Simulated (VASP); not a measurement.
Input of a VASP 6.6.1 run:

Contents of INCAR:

```
SYSTEM = ZnO
ALGO     = Normal         ! electronic algorithm
EDIFF    = 1E-6           ! SCF threshold, eV
ENCUT    = 520            ! plane-wave cutoff, eV
GGA      = PE             ! functional
ISIF     = 2              ! what is computed and relaxed
ISMEAR   = 0              ! smearing method
LASPH    = .True.         ! aspherical terms in the spheres
LCHARG   = .False.        ! write CHGCAR
LREAL    = .False.        ! projectors in reciprocal space
LWAVE    = .False.        ! write WAVECAR
NBANDS   = 26             ! bands
NELM     = 60             ! most SCF steps
PREC     = Accurate       ! precision mode
SIGMA    = 0.01           ! smearing width, eV
```

File KPOINTS:

```
k-points
0
Gamma
  9 9 4
  0 0 0
```

Contents of POSCAR:

```
ZnO
1.0
    3.3740038464      0.0000000000      0.0000000000
   -1.6870019232      2.9219730434      0.0000000000
    0.0000000000      0.0000000000      4.5237490562
Zn O
2 2
Direct
    0.3333333333      0.6666666667      0.2500000000
    0.6666666667      0.3333333333      0.7500000000
    0.6666666667      0.3333333333      0.2500000000
    0.3333333333      0.6666666667      0.7500000000
```

Potentials or basis: VASP PAW PBE potentials, release 64 (Zn, O).

Run with:

```console
$ cat potpaw_PBE.64/Zn/POTCAR potpaw_PBE.64/O/POTCAR > POTCAR
$ mpirun -np 1 vasp_std > vasp.out
```

Question: What does it give for the pressure?

Answer: 10.9 GPa.

Question: What does it give for the band gap on the k mesh?

Answer: 1.07 eV, direct.

Stress tensor (GPa, compression positive):
```
12.28  0.00  0.00
 0.00 12.28  0.00
 0.00  0.00  8.22
```
